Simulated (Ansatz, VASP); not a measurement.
**Two plane-wave programs on CsPbCl3**

The input INCAR:

```
SYSTEM = CsPbCl3
PREC = Accurate
ENCUT = 520
EDIFF = 1E-6
ISMEAR = 0
SIGMA = 0.05
LREAL = .False.
LASPH = .True.
NELM = 100
ALGO = Normal
ISIF = 2
LWAVE = .False.
LCHARG = .True.
GGA = PS
LELF = .True.
LVHAR = .True.
NBANDS = 30
```

KPOINTS

```
Automatic mesh
0
Gamma
  6 6 6
  0 0 0
```

POSCAR

```
CsPbCl3
1.0
    4.0031551156      2.3112226836      3.2955554574
   -4.0031551156      2.3112226836      3.2955554574
    0.0000000000     -4.6224453672      3.2955554574
Cs Pb Cl
1 1 3
Direct
    0.5000000000      0.5000000000      0.5000000000
    0.0000000000      0.0000000000      0.0000000000
    0.5000000000     -0.0188701441      1.0188701441
    0.0186003000      0.9439292559      0.5374704441
    0.9813997000      0.4625295559      0.0560707441
```

Input for Ansatz:

```yaml
crystal:
  lattice:
    - [4.0031551156, 2.3112226836, 3.2955554574]
    - [-4.0031551156, 2.3112226836, 3.2955554574]
    - [0.0, -4.6224453672, 3.2955554574]
  atoms:
    - { symbol: Cs, position: [0.5, 0.5, 0.5] }
    - { symbol: Pb, position: [0.0, 0.0, 0.0] }
    - { symbol: Cl, position: [0.5, -0.0188701441, 1.0188701441] }
    - { symbol: Cl, position: [0.0186003, 0.9439292559, 0.5374704441] }
    - { symbol: Cl, position: [0.9813997, 0.4625295559, 0.0560707441] }
basis:
  ecutwfc: 420
kpoints:
  mp_grid: { grid: [6, 6, 6] }
hamiltonian:
  xc: pbesol
scf:
  occupations: { method: gaussian, width: 0.05 }
output:
  forces: true
  stress: true
  eigenvalues: true
```

Change from the starting cell: all Cl atoms moved -0.300 Å, as atom 3 towards its neighbour atom 1 (Cs) at 3.854 Å.

Alike in both runs: task single point; functional PBEsol; k mesh 6 × 6 × 6; occupations gaussian, width 0.05 eV; no spin polarisation.

```csv
,VASP,Ansatz
version,VASP 6.6.1,Ansatz 0.2.0
potentials or method,"VASP PAW PBE potentials, release 64 (Cs_sv, Pb_d, Cl), cutoff 520 eV","scalar-relativistic, plane waves, PAW"
valence electrons in the cell,44,44
```

```csv
,VASP,Ansatz,Ansatz less VASP
gap on the k mesh at the Fermi level (eV),2.10,2.09,-0.005
least direct gap on the mesh (eV),2.10,2.09,-0.005
pressure (GPa),-0.1,-0.1,+0.03
"traceless stress, the component that is largest in VASP (GPa)",-0.24,-0.24,-0.001
rms of the force components (eV/Å),0.244,0.244,-0.0005
```

VASP's potentials were made for PBE, not for PBEsol. Atom by atom the forces differ by 0.001 eV/Å (rms over components).

Neither program's run includes spin-orbit coupling.
